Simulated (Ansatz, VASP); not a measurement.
**Be4Si in VASP and in Ansatz**

```
Be Si
1.0
     3.59613    0.00000    0.00000
     0.00000    3.59613    0.00000
     0.00000    0.00000    7.52531
Be Si
8 2
Cartesian
  0.0000 0.0000 0.0000
  1.7981 1.7981 0.0000
  0.0000 1.7981 3.6197
  1.7981 0.0000 3.9056
  0.0000 0.0000 2.2877
  1.7981 1.7981 2.2877
  1.7981 1.7981 5.2376
  0.0000 0.0000 5.2376
  0.0000 1.7981 1.2718
  1.7981 0.0000 6.2535
```

Alike in both runs: task single point; functional r2SCAN; k mesh 9 × 9 × 5; no spin polarisation.

```csv
,VASP,Ansatz
version,VASP 6.6.1,Ansatz 0.2.0
potentials or method,"VASP PAW PBE potentials, release 64 (Be, Si), cutoff 520 eV",PAW plane waves
occupations,"fermi-dirac, width 0.1 eV",fermi-dirac
valence electrons in the cell,24,24
```

```csv
,VASP,Ansatz,Ansatz less VASP
pressure (GPa),13.3,13.1,-0.18
rms of the force components (eV/Å),0.966,0.962,-0.0037
```

VASP's potentials were made for PBE, not for r2SCAN.
